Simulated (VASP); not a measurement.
A run of VASP 6.6.1 is set up as follows.

The input INCAR:

```
SYSTEM = Cs2H
PREC = Accurate ; ENCUT = 600
EDIFF = 1E-6 ; ISMEAR = 0
SIGMA = 0.1 ; LREAL = .False.
LASPH = .True. ; NELM = 100
ALGO = Normal ; ISIF = 3
LWAVE = .False. ; LCHARG = .False.
GGA = PE ; IBRION = 2
NSW = 100 ; EDIFFG = -0.01
```

Contents of KPOINTS:

```
Automatic mesh
0
Gamma
  9 9 10
  0 0 0
```

The input POSCAR:

```
Cs2H
1.0
    6.4342100018      0.0000000000      0.0000000000
   -3.2171050009      5.5721893148      0.0000000000
    0.0000000000      0.0000000000      5.3813027855
Cs H
2 1
Direct
    0.3333333333      0.6666666667      0.5000000000
    0.6666666667      0.3333333333      0.5000000000
    0.0000000000      0.0000000000      0.5000000000
```

Potentials or basis: VASP PAW PBE potentials, release 64 (Cs_sv, H).

Command:

```sh
$ cat potpaw_PBE.64/Cs_sv/POTCAR potpaw_PBE.64/H/POTCAR > POTCAR
$ mpirun -np 1 vasp_std > vasp.out
```

Task: Predict the relaxed cell.

Result: a = 6.487 Å, b = 6.487 Å, c = 5.356 Å, α = 90.00°, β = 90.00°, γ = 120.00°.

Task: What does it give for the relaxed volume?

Result: 65.06 Å³/atom.

Task: Predict the space group after relaxing (to 0.05 Å).

Result: P6/mmm (No. 191).

Final structure:
```yaml
crystal:
  lattice:
    - [6.48660, 0.00000, 0.00000]
    - [-3.24330, 5.61756, 0.00000]
    - [0.00000, 0.00000, 5.35611]
  atoms:
    - { symbol: Cs, position: [0.33333, 0.66667, 0.50000] }
    - { symbol: Cs, position: [0.66667, 0.33333, 0.50000] }
    - { symbol: H, position: [0.00000, 0.00000, 0.50000] }
```
